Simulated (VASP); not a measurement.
A run of VASP 6.6.1 is set up as follows.

Contents of INCAR:

```
SYSTEM = Cs2BP2
  PREC = Accurate
  ENCUT = 520
  EDIFF = 1E-6
  ISMEAR = 0
  SIGMA = 0.0232
  LREAL = .FALSE.
  LASPH = .TRUE.
  NELM = 100
  ALGO = Normal
  ISIF = 2
  LWAVE = .FALSE.
  LCHARG = .FALSE.
  GGA = PE
  IBRION = 2
  NSW = 60
  EDIFFG = -0.01
  KPAR = 2
```

KPOINTS

```
regular mesh
0
G
  4 4 4
  0 0 0
```

Contents of POSCAR:

```
Cs2BP2
1.0
    0.0000000000      0.0000000000      6.1021770000
    6.9565410000     -3.6745030000      3.0510890000
    6.9565410000      3.6745030000     -3.0510890000
Cs B P
4 2 4
Direct
    0.3364000000      0.0147000000      0.6875000000
    0.6636000000      0.9853000000      0.3125000000
    0.1636000000      0.6875000000      0.0147000000
    0.8364000000      0.3125000000      0.9853000000
    0.2500000000      0.5000000000      0.5000000000
    0.7500000000      0.5000000000      0.5000000000
    0.3480000000      0.7393000000      0.4353000000
    0.6520000000      0.2607000000      0.5647000000
    0.1520000000      0.4353000000      0.7393000000
    0.8480000000      0.5647000000      0.2607000000
```

Potentials or basis: VASP PAW PBE potentials, release 64 (Cs_sv, B, P).

Run with:

```sh
$ cat potpaw_PBE.64/Cs_sv/POTCAR potpaw_PBE.64/B/POTCAR potpaw_PBE.64/P/POTCAR > POTCAR
$ mpirun -np 2 vasp_std > vasp.out
```

Question: Estimate the band gap on the k mesh.

Answer: Zero (bands 31 and 32 overlap by 0.53 eV).

Question: Estimate the energy gained by relaxing.

Answer: 188.2 meV/atom.

Forces in eV/Å, atoms in the order of the input:
```
Cs   0.005 -0.008  0.000
Cs  -0.005  0.008  0.000
Cs   0.005  0.008  0.000
Cs  -0.005 -0.008  0.000
B    0.000  0.000  0.000
B    0.000  0.000  0.000
P    0.001  0.000  0.000
P   -0.001  0.000  0.000
P    0.001  0.000  0.000
P   -0.001  0.000  0.000
```

Caveat: spin-orbit coupling is left out, which moves the levels of the heavy elements.
